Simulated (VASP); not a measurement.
Write the native input for VASP 6.6.1 that does the following.

```yaml
Task: single point
Functional: PBE
Potentials_or_basis: VASP PAW PBE potentials, release 64 (N, B, As)
Cutoff: 520 eV
k_mesh: 8 × 4 × 6
Occupations: fermi-dirac, width 0.02 eV
Spin: non-collinear spin, zero start, spin-orbit coupling
Starting_moments: "[[0.0, 0.0, 0.0], [0.0, 0.0, 0.0], [0.0, 0.0, 0.0], [0.0, 0.0, 0.0], [0.0, 0.0, 0.0], [0.0, 0.0, 0.0], [0.0, 0.0, 0.0], [0.0, 0.0, 0.0]] μB"
Dipole_correction: no
Further_INCAR_settings: ALGO = Normal; EDIFF = 1e-06; NBANDS = 50
```

The structure of B4As3N lies in POSCAR:

```
B4As3N
1.0
    3.2162138955      0.0000000000      0.0000000000
    0.0000000000      6.4352532121      0.0000000000
    0.0000000000      0.0000000000      4.4808361368
N B As
1 4 3
Direct
    0.0000000000      0.0000000000      0.0197455240
    0.5000000000      0.0000000000      0.8144476521
    0.0000000000      0.7965119452      0.2230970238
    0.5000000000      0.5000000000      0.7239226834
    0.0000000000      0.2034880548      0.2230970238
    0.5000000000      0.7688850663      0.5009152993
    0.0000000000      0.5000000000     -0.0061405057
    0.5000000000      0.2311149337      0.5009152993
```

One way to write it, as run:

INCAR

```
SYSTEM = B4As3N
PREC     = Accurate       ! precision mode
ENCUT    = 520            ! plane-wave cutoff, eV
EDIFF    = 1E-6           ! SCF threshold, eV
ISMEAR   = -1             ! smearing method
SIGMA    = 0.02           ! smearing width, eV
LREAL    = .FALSE.        ! projectors in reciprocal space
LASPH    = .TRUE.         ! aspherical terms in the spheres
NELM     = 150            ! most SCF steps
ALGO     = Normal         ! electronic algorithm
ISIF     = 2              ! what is computed and relaxed
LWAVE    = .FALSE.        ! write WAVECAR
LCHARG   = .FALSE.        ! write CHGCAR
LNONCOLLINEAR= .TRUE.         ! non-collinear magnetism
MAGMOM   = 0 0 0 0 0 0 0 0 0 0 0 0 0 0 0 0 0 0 0 0 0 0 0 0 ! initial moments
LORBIT   = 11             ! projections on sites
LSORBIT  = .TRUE.         ! spin-orbit coupling
GGA_COMPAT= .FALSE.      
LORBMOM  = .TRUE.       
GGA      = PE             ! functional
NBANDS   = 50             ! bands
```

KPOINTS

```
regular mesh
0
G
  8 4 6
  0 0 0
```

Potentials or basis: VASP PAW PBE potentials, release 64 (N, B, As).

Launch:

```console
$ cat potpaw_PBE.64/N/POTCAR potpaw_PBE.64/B/POTCAR potpaw_PBE.64/As/POTCAR > POTCAR
$ mpirun -np 1 vasp_ncl > vasp.out
```

Results of the run:

| Item | Value |
| --- | --- |
| Pressure | 2.9 GPa |
| Largest force | 0.310 eV/Å |
| Net moment | 0.00 μB per cell |
| Valence electrons inside the program's atomic spheres | N 3.70; B 1.67, 1.84, 1.96 (each value once); As 3.01, 2.94 (each value once) |

Wall time 17 min on 1 thread of Oxide Virtual Turin-like Processor, on a shared host, peak memory 0.69 GiB.
